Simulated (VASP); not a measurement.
Set up this calculation in VASP 6.6.1, as the native input.

```
Task                   : single point
Functional             : PBE
Potentials or basis    : VASP PAW PBE potentials, release 64 (Hf_pv, Ti_sv, N)
Cutoff                 : 520 eV
k mesh                 : 12 × 12 × 4
Occupations            : gaussian, width 0.1 eV
Spin                   : no spin polarisation
Dipole correction      : no
Further INCAR settings : ALGO = Normal; EDIFF = 1e-07; NBANDS = 41
```

The structure of Hf3TiN4 lies in POSCAR:

```
Hf3TiN4
1.0
    3.1761793000      0.0000000000      0.0000000000
    0.0000000000      3.1761793000      0.0000000000
    0.0000000000      0.0000000000      8.9784129000
Hf Ti N
3 1 4
Direct
    0.5000000000      0.5000000000      0.2401400000
    0.0000000000      0.0000000000      0.5000000000
    0.5000000000      0.5000000000      0.7598600000
    0.0000000000      0.0000000000      0.0000000000
    0.0000000000      0.0000000000      0.2461680000
    0.5000000000      0.5000000000      0.5000000000
    0.0000000000      0.0000000000      0.7538320000
    0.5000000000      0.5000000000      0.0000000000
```

One way to write it, as run:

INCAR

```
SYSTEM = Hf3TiN4
ALGO = Normal
EDIFF = 1E-7
ENCUT = 520
GGA = PE
ISIF = 2
ISMEAR = 0
LASPH = .TRUE.
LCHARG = .TRUE.
LELF = .TRUE.
LREAL = .FALSE.
LVHAR = .TRUE.
LWAVE = .FALSE.
NBANDS = 41
NELM = 100
PREC = Accurate
SIGMA = 0.1
```

KPOINTS

```
k-points
0
G
  12 12 4
  0 0 0
```

Potentials or basis: VASP PAW PBE potentials, release 64 (Hf_pv, Ti_sv, N).

Run with:

```sh
$ cat potpaw_PBE.64/Hf_pv/POTCAR potpaw_PBE.64/Ti_sv/POTCAR potpaw_PBE.64/N/POTCAR > POTCAR
$ mpirun -np 1 vasp_std > vasp.out
```

It gave:

```
Pressure               : -1.8 GPa
Largest force          : 0.057 eV/Å
Band gap on the k mesh : zero (bands 31 and 32 overlap by 3.17 eV)
```

Caveat: spin-orbit coupling is left out, which moves the levels of the heavy elements.

It took 9.8 min on 1 thread of Intel Xeon 8259CL, on a shared host, peak memory 0.39 GiB.
